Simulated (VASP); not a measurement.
Input of a VASP 6.6.1 run:

INCAR

```
SYSTEM = Ti
PREC = Accurate ; ENCUT = 520
EDIFF = 1E-7 ; ISMEAR = -1
SIGMA = 0.05 ; LREAL = .FALSE.
LASPH = .TRUE. ; NELM = 150
ALGO = Normal ; ISIF = 2
LWAVE = .FALSE. ; LCHARG = .FALSE.
ISPIN = 2 ; MAGMOM = 1 1
LORBIT = 11 ; LMAXMIX = 4
GGA = B5 ; ALDAX = 1.0
AGGAX = 1.0 ; AGGAC = 1.0
ALDAC = 0.0 ; NBANDS = 23
```

The input KPOINTS:

```
regular mesh
0
G
  20 20 11
  0 0 0
```

File POSCAR:

```
Ti
1.0
    2.8798028382      0.0000000000      0.0000000000
   -1.4399014191      2.4939824158      0.0000000000
    0.0000000000      0.0000000000      4.5592893094
Ti
2
Direct
    0.3333333333      0.6666666667      0.2500000000
    0.6666666667      0.3333333333      0.7500000000
```

Potentials or basis: VASP PAW PBE potentials, release 64 (Ti_sv).

Command:

```console
$ cat potpaw_PBE.64/Ti_sv/POTCAR > POTCAR
$ mpirun -np 1 vasp_std > vasp.out
```

Task: Predict the net moment.

Result: 0.00 μB per cell.

Task: What does it give for the band gap on the k mesh?

Result: Zero (filled and empty bands overlap).

Task: Predict the pressure.

Result: 10.0 GPa.

Stress tensor (GPa, compression positive):
```
 9.99  0.00  0.00
 0.00  9.99  0.00
 0.00  0.00 10.10
```

Caveat: the cell stands under pressure; the PAW data sets were made with another functional, which shifts forces and pressure a little.
